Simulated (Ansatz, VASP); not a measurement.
C in VASP and in Ansatz

```xyz
2
Lattice="0.0178 1.7923 1.7923 1.7923 0.0178 1.7923 1.7923 1.7923 0.0178" Properties=species:S:1:pos:R:3 pbc="T T T"
C     1.8012    1.8012    1.8012
C     2.7019    2.7019    2.7019
```

Change from the starting cell: equal xy, yz and zx shear strains of +1 %, PAW files.

Alike in both runs: task electric field gradients; functional LDA; k mesh 16 × 16 × 16; occupations fermi-dirac, width 0.03 eV; no spin polarisation.

|  | VASP | Ansatz |
| --- | --- | --- |
| version | VASP 6.6.1 | Ansatz 0.2.0 |
| potentials or method | VASP PAW LDA potentials, release 64 (C) | PAW with Ansatz's default frozen-core files, scalar-relativistic |
| plane-wave cutoff (eV) | 520 | 420 |
| valence electrons in the cell | 8 | 8 |

VASP gave:

| Property | Result |
| --- | --- |
| gap on the k mesh at the Fermi level (eV) | 4.08 |
| pressure (GPa) | -11.5 |
| traceless stress, the component that is largest in VASP (GPa) | -5.53 |
| rms of the force components (eV/Å) | 0.020 |
| size of Vzz on the site where it differs most (V/Å²) | 2.2 |

Which values does Ansatz return?

gap on the k mesh at the Fermi level (eV): 4.09; pressure (GPa): -13.0; traceless stress, the component that is largest in VASP (GPa): -5.50; rms of the force components (eV/Å): 0.017; size of Vzz on the site where it differs most (V/Å²): 2.1.

LDA's correlation is that of Perdew and Zunger in VASP and of Perdew and Wang (1992) in Ansatz. Atom by atom the forces differ by 0.003 eV/Å (rms over components).
